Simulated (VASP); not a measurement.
InP, 2 atoms in the cell. The structure is cubic, space group F-43m (No. 216). The conventional cell has a = 5.782 Å, b = 5.782 Å, c = 5.782 Å, α = 90.00°, β = 90.00°, γ = 90.00°. Within 3.3 Å of In (site symmetry -43m) lie 4 P at 2.50 Å. P (site symmetry -43m) has 4 In at 2.50 Å within 3.3 Å. 

```yaml
Program: VASP 6.6.1
Task: single point
Functional: PBE
Potentials_or_basis: VASP PAW PBE potentials, release 64 (In_d, P)
Cutoff: 500 eV
k_mesh: 8 × 8 × 8
Occupations: gaussian, width 0.01 eV
Spin: no spin polarisation
Dipole_correction: no
Further_INCAR_settings: ALGO = Normal; EDIFF = 1e-06; NBANDS = 16
```

Potentials or basis: VASP PAW PBE potentials, release 64 (In_d, P).

Run with:

```console
$ cat potpaw_PBE.64/In_d/POTCAR potpaw_PBE.64/P/POTCAR > POTCAR
$ mpirun -np 1 vasp_std > vasp.out
```

Hardware: 1 thread of Intel(R) Xeon(R) Platinum 8488C (Sapphire Rapids) (shared host).

Problem. How long does it take, and how much memory?

Solution. Wall time 17 s on 1 thread of Intel(R) Xeon(R) Platinum 8488C (Sapphire Rapids) (shared host), peak memory 0.17 GiB. Counts: scf iterations 12, k points 29.
